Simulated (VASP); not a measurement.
# Fe (P6/mmm) in VASP: a series of runs, part 2 of 2

VASP 6.6.1. Earlier steps stand in the parts before.

### Step 3. Single point, RPBE, collinear spin, ferromagnetic start (11.04 Å³/atom)

This run uses another cell than the first one, of 11.04 Å³/atom.

INCAR

```
SYSTEM = Fe
  PREC = Accurate
  ENCUT = 690
  EDIFF = 1E-6
  ISMEAR = -1
  SIGMA = 0.05
  LREAL = .FALSE.
  LASPH = .TRUE.
  NELM = 200
  ALGO = Normal
  ISIF = 2
  LWAVE = .FALSE.
  LCHARG = .FALSE.
  ISPIN = 2
  MAGMOM = 2.669 2.629 2.629
  LORBIT = 11
  LMAXMIX = 4
  GGA = RP
  NBANDS = 35
  GGA_COMPAT = .FALSE.
```

KPOINTS

```
regular mesh
0
G
  10 10 15
  0 0 0
```

POSCAR

```
Fe
1.0
    4.0603869046      0.0000000000      0.0000000000
   -2.0301934523      3.5163982085      0.0000000000
    0.0000000000      0.0000000000      2.3202703849
Fe
3
Direct
    1.0000000000      0.0000000000      0.0000000000
    0.3333333333      0.6666666667      0.5000000000
    0.6666666667      0.3333333333      0.5000000000
```

Potentials or basis: VASP PAW PBE potentials, release 64 (Fe_sv).

On the command line:

```bash
$ cat potpaw_PBE.64/Fe_sv/POTCAR > POTCAR
$ mpirun -np 1 vasp_std > vasp.out
```

Wall time 4.7 min (1 thread of Intel Xeon Platinum 8488C (Sapphire Rapids), shared host); peak memory 0.37 GiB.

Results (log left out):

* Free energy: -22.8289 eV
* Pressure: 19.7 GPa
* Net moment: 6.95 μB per cell
* Site moments: Fe +2.46, +2.21 (each value once) μB
* Valence electrons inside the program's atomic spheres: Fe 13.76, 13.81 (each value once)

Stress tensor (GPa, compression positive):
```
19.93  0.00  0.00
 0.00 19.93  0.00
 0.00  0.00 19.16
```

Levels at points of the mesh, in eV from the Fermi level:
Spin up:
```tsv
k point	band 25	band 26	band 27	band 28	band 29	band 30	band 31	band 32
(0.00, 0.00, 0.00)	-1.44	-1.44	-0.30	-0.30	6.19	6.19	6.23	6.23
(0.50, 0.00, 0.00)	-0.63	-0.62	-0.57	-0.34	-0.19	-0.09	6.95	14.95
```
Spin down:
```tsv
k point	band 18	band 19	band 20	band 21	band 22	band 23	band 24	band 25
(0.00, 0.00, 0.00)	-1.93	-1.92	-1.18	0.10	0.10	1.37	1.37	1.41
(0.50, 0.00, 0.00)	-1.59	-1.21	-1.02	-0.05	0.76	1.49	1.53	1.58
```

Caveat: the cell stands under pressure; the PAW data sets were made with another functional, which shifts forces and pressure a little.

### Step 4. Single point, RPBE, collinear spin, ferromagnetic start (11.54 Å³/atom)

This run uses another cell than the first one, of 11.54 Å³/atom.

INCAR is that of step 3.

KPOINTS is that of step 3.

POSCAR

```
Fe
1.0
    4.1209986302      0.0000000000      0.0000000000
   -2.0604993151      3.5688895027      0.0000000000
    0.0000000000      0.0000000000      2.3549063926
Fe
3
Direct
    1.0000000000      0.0000000000      0.0000000000
    0.3333333333      0.6666666667      0.5000000000
    0.6666666667      0.3333333333      0.5000000000
```

Potentials or basis: VASP PAW PBE potentials, release 64 (Fe_sv).

On the command line:

```bash
$ cat potpaw_PBE.64/Fe_sv/POTCAR > POTCAR
$ mpirun -np 1 vasp_std > vasp.out
```

OUTCAR:

```text
SYSTEM = Fe
   PREC = Accurate
   ENCUT = 690
   EDIFF = 1E-6
   ISMEAR = -1
   LREAL = .FALSE.
   LASPH = .TRUE.
   NELM = 200
   ISIF = 2
   ISPIN = 2
   LORBIT = 11
   GGA = RP

 ion  position               nearest neighbor table
   1  0.000  0.000  0.000-
   2  0.333  0.667  0.500-   3 2.38   3 2.38   3 2.38
   3  0.667  0.333  0.500-   2 2.38   2 2.38   2 2.38

  LATTYP: Found a hexagonal cell.
 ALAT       =     4.1209986302
 C/A-ratio  =     0.5714407123

  Lattice vectors:

 A1 = (   4.1209986302,   0.0000000000,   0.0000000000)
[... 2044 lines left out ...]
  energy-cutoff  :      690.00
  volume of cell :       34.63
      direct lattice vectors                 reciprocal lattice vectors
     4.120998630  0.000000000  0.000000000     0.242659629  0.140099602  0.000000000
    -2.060499315  3.568889503  0.000000000     0.000000000  0.280199205  0.000000000
     0.000000000  0.000000000  2.354906393     0.000000000  0.000000000  0.424645329

 POSITION                                       TOTAL-FORCE (eV/Angst)
 -----------------------------------------------------------------------------------
      0.00000      0.00000      0.00000        -0.000000      0.000000     -0.000000
     -0.00000      2.37926      1.17745        -0.000000      0.000000      0.000000
      2.06050      1.18963      1.17745         0.000000     -0.000000     -0.000000
 -----------------------------------------------------------------------------------
    total drift:                                0.000000      0.000000     -0.000000

  FREE ENERGIE OF THE ION-ELECTRON SYSTEM (eV)
  ---------------------------------------------------
  free  energy   TOTEN  =       -22.9791705121 eV

  energy  without entropy=      -22.9516375463  energy(sigma->0) =      -22.96540403

 total charge

# of ion       s       p       d       tot
------------------------------------------
    1        2.180   6.038   5.512  13.730
    2        2.191   6.037   5.550  13.777
    3        2.191   6.037   5.550  13.777
--------------------------------------------------
tot          6.562  18.111  16.611  41.283

 magnetization (x)

# of ion       s       p       d       tot
------------------------------------------
    1        0.001  -0.006   2.527   2.521
    2       -0.000  -0.002   2.343   2.340
    3       -0.000  -0.002   2.343   2.340
--------------------------------------------------
tot          0.001  -0.011   7.212   7.202
```

It took 3.1 min on 1 thread of Intel Xeon Platinum 8488C (Sapphire Rapids), shared host; peak memory 0.38 GiB.

What came out:

- Free energy: -22.9792 eV
- Pressure: 10.7 GPa
- Net moment: 7.27 μB per cell
- Site moments: Fe +2.52, +2.34 (each value once) μB
- Valence electrons inside the program's atomic spheres: Fe 13.73, 13.78 (each value once)

Caveat: the cell stands under pressure; the PAW data sets were made with another functional, which shifts forces and pressure a little.

### Step 5. Single point, RPBE (9.37 Å³/atom)

This run uses another cell than the first one, of 9.37 Å³/atom.

INCAR

```
SYSTEM = Fe
PREC = Accurate ; ENCUT = 690
EDIFF = 1E-6 ; ISMEAR = -1
SIGMA = 0.1 ; LREAL = .FALSE.
LASPH = .TRUE. ; NELM = 120
ALGO = Normal ; ISIF = 2
LWAVE = .FALSE. ; LCHARG = .FALSE.
GGA = RP ; NBANDS = 31
GGA_COMPAT = .FALSE.
```

KPOINTS

```
Automatic mesh
0
G
  11 11 14
  0 0 0
```

POSCAR

```
Fe
1.0
    3.7243900097      0.0000000000      0.0000000000
   -1.8621950049      3.2254163620      0.0000000000
    0.0000000000      0.0000000000      2.3410398433
Fe
3
Direct
    0.0000000000      0.0000000000      0.0000000000
    0.3333333333      0.6666666667      0.5000000000
    0.6666666667      0.3333333333      0.5000000000
```

On the command line:

```bash
$ cat potpaw_PBE.64/Fe_sv/POTCAR > POTCAR
$ mpirun -np 1 vasp_std > vasp.out
```

It took 65 s on 1 thread of Intel Xeon 6975P-C (Granite Rapids), shared host; peak memory 0.24 GiB.

The run converged. Its results:

- Free energy: -22.2676 eV
- Pressure: 41.7 GPa
- Band gap on the k mesh: zero (bands 24 and 25 overlap by 1.75 eV)

Stress tensor (GPa, compression positive):
```
43.26  0.00  0.00
 0.00 43.26  0.00
 0.00  0.00 38.64
```

Levels at points of the mesh, in eV from the Fermi level:
| k point | band 22 | band 23 | band 24 | band 25 | band 26 | band 27 |
| --- | --- | --- | --- | --- | --- | --- |
| (0.00, 0.00, 0.00) | -1.55 | -1.01 | -1.01 | -0.92 | -0.92 | 1.12 |
| (0.00, 0.00, 0.50) | -1.54 | 0.49 | 0.49 | 0.90 | 0.90 | 1.63 |

Caveat: the cell stands under pressure; the PAW data sets were made with another functional, which shifts forces and pressure a little; the run has no spin polarisation, though such a crystal can be magnetic. Spin polarisation is off, so any magnetic state and its effect on volume and gap are missing.

### Step 6. Overview

```csv
task,potentials or basis,spin,cell,k mesh,cutoff (eV),smearing,gap on the mesh (eV),pressure (GPa),moment (μB)
relaxation of cell and atoms,"VASP PAW PBE potentials, release 64 (Fe)","collinear, ferromagnetic start","relaxed from a = 4.052, b = 4.052, c = 2.484 Å, angles 90.0, 90.0, 120.0°, 3 atoms",9 × 9 × 13,600,fermi-dirac 0.05 eV,none,0.0,1.58
single point,"VASP PAW PBE potentials, release 64 (Fe_sv)","collinear, ferromagnetic start","a = 4.060, b = 4.060, c = 2.320 Å, angles 90.0, 90.0, 120.0°, 3 atoms",10 × 10 × 15,690,fermi-dirac 0.05 eV,none,19.7,6.95
single point,"VASP PAW PBE potentials, release 64 (Fe_sv)","collinear, ferromagnetic start","a = 4.121, b = 4.121, c = 2.355 Å, angles 90.0, 90.0, 120.0°, 3 atoms",10 × 10 × 15,690,fermi-dirac 0.05 eV,none,10.7,7.27
single point,"VASP PAW PBE potentials, release 64 (Fe_sv)",off,"a = 3.724, b = 3.724, c = 2.341 Å, angles 90.0, 90.0, 120.0°, 3 atoms",11 × 11 × 14,690,fermi-dirac 0.1 eV,none,41.7,-
```

Alike in all rows: level RPBE.

Caveats: the PAW data sets were made with another functional, which shifts forces and pressure a little; the cell stands under pressure (at least some runs).

Absolute energies hang on the potentials; compare differences alone.
